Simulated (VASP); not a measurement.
A run of VASP 6.6.1:

Contents of INCAR:

```
ALGO = Normal
EDIFF = 1E-6
ENCUT = 520
GGA = PS
ISIF = 2
ISMEAR = -1
LASPH = T
LCHARG = T
LELF = T
LREAL = F
LVHAR = T
LWAVE = F
NBANDS = 18
NELM = 80
PREC = Accurate
SIGMA = 0.02
```

Contents of KPOINTS:

```
Automatic mesh
0
Gamma
  6 6 6
  0.5 0.5 0.5
```

POSCAR

```
SrCd
1.0
    3.9034077918      0.0000000000      0.0000000000
    0.0000000000      3.9034077918      0.0000000000
    0.0000000000      0.0000000000      3.9034077918
Sr Cd
1 1
Direct
    0.5000000000      0.5000000000      0.5000000000
    0.0000000000      0.0000000000      0.0000000000
```

Potentials or basis: VASP PAW PBE potentials, release 64 (Sr_sv, Cd).

Run with:

```bash
$ cat potpaw_PBE.64/Sr_sv/POTCAR potpaw_PBE.64/Cd/POTCAR > POTCAR
$ mpirun -np 1 vasp_std > vasp.out
```

Hardware: 1 thread of Intel(R) Xeon(R) Platinum 8488C (Sapphire Rapids), with other jobs on the host.

**Question.** How long does it take, and how much memory?

**Answer.** It took 9.2 s on 1 thread of Intel(R) Xeon(R) Platinum 8488C (Sapphire Rapids) (shared host), peak memory 0.17 GiB. Counts: scf iterations 12, k points 10.
